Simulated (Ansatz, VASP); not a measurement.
## CO2: VASP beside Ansatz

```
C O
1.0
     6.23821    0.00000    0.00000
     0.00000    6.23821    0.00000
     0.00000    0.00000    5.52955
C O
4 8
Direct
  0.00000 0.00000 0.00000
  0.50000 0.00000 0.50000
  0.50000 0.50000 0.00000
  0.00000 0.50000 0.50000
  0.11148 0.11148 0.11148
  0.38852 0.88852 0.61148
  0.61148 0.38852 0.88852
  0.88852 0.61148 0.38852
  0.88852 0.88852 0.88852
  0.61148 0.11148 0.38852
  0.38852 0.61148 0.11148
  0.11148 0.38852 0.61148
```

Alike in both runs: task single point; functional PBE; k mesh 4 × 4 × 4; occupations gaussian, width 0.05 eV; no spin polarisation.

```csv
,VASP,Ansatz
version,VASP 6.6.1,Ansatz 0.2.0
potentials or method,"VASP PAW PBE potentials, release 64 (C, O), cutoff 520 eV","scalar-relativistic, plane waves, PAW"
valence electrons in the cell,64,64
```

```csv
,VASP,Ansatz,Ansatz less VASP
gap on the k mesh at the Fermi level (eV),6.61,6.63,+0.015
least direct gap on the mesh (eV),6.61,6.63,+0.015
pressure (GPa),3.6,2.3,-1.33
"traceless stress, the component that is largest in VASP (GPa)",-0.28,-0.05,+0.230
rms of the force components (eV/Å),0.760,0.439,-0.3209
```

Atom by atom the forces differ by 0.321 eV/Å (rms over components).

Noted on VASP's run: the standard files for N, O and F lose accuracy on very short bonds.
